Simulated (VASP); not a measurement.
Crystal: MgF2.

```
CELL_PARAMETERS angstrom
4.62130 0.00000 0.00000
0.00000 4.62130 0.00000
0.00000 0.00000 3.01590
ATOMIC_POSITIONS crystal
Mg 0.00000 0.00000 0.00000
Mg 0.50000 0.50000 0.50000
F 0.30280 0.30280 0.00000
F 0.19720 0.80280 0.50000
F 0.69720 0.69720 0.00000
F 0.80280 0.19720 0.50000
```

| Property | Result |
| --- | --- |
| Program | VASP 6.6.1 |
| Task | relaxation of cell and atoms |
| Functional | PBE |
| Dispersion | D3(BJ) |
| Potentials or basis | VASP PAW PBE potentials, release 64 (Mg, F) |
| Cutoff | 600 eV |
| k mesh | 6 × 6 × 8 |
| Occupations | gaussian, width 0.02 eV |
| Spin | no spin polarisation |

At the start: pressure 2.9 GPa; volume 10.73 Å³/atom.

**Question.** How do energy, volume and symmetry change on relaxing?

**Answer.** Over 5 steps the energy falls by 2.9 meV/atom and the volume is 11.01 Å³/atom (+2.6 %); space group P4_2/mnm (No. 136, to 0.1 Å) before and after.

Step by step:
```csv
step,energy change (eV),largest force (eV/Å),pressure (GPa),volume (Å³)
1,0.0000,0.0563,2.85,64.41
2,-0.0169,0.0330,-0.18,66.21
3,-0.0169,0.0300,-0.07,66.14
4,-0.0174,0.0178,-0.05,66.12
5,-0.0177,0.0037,0.00,66.09
```

Final structure:
```xyz
6
Lattice="4.6417 0.0000 0.0000 0.0000 4.6417 0.0000 0.0000 0.0000 3.0673" Properties=species:S:1:pos:R:3 pbc="T T T"
Mg    0.0000    0.0000    0.0000
Mg    2.3209    2.3209    1.5336
F     1.4064    1.4064    0.0000
F     0.9145    3.7272    1.5336
F     3.2353    3.2353    0.0000
F     3.7272    0.9145    1.5336
```
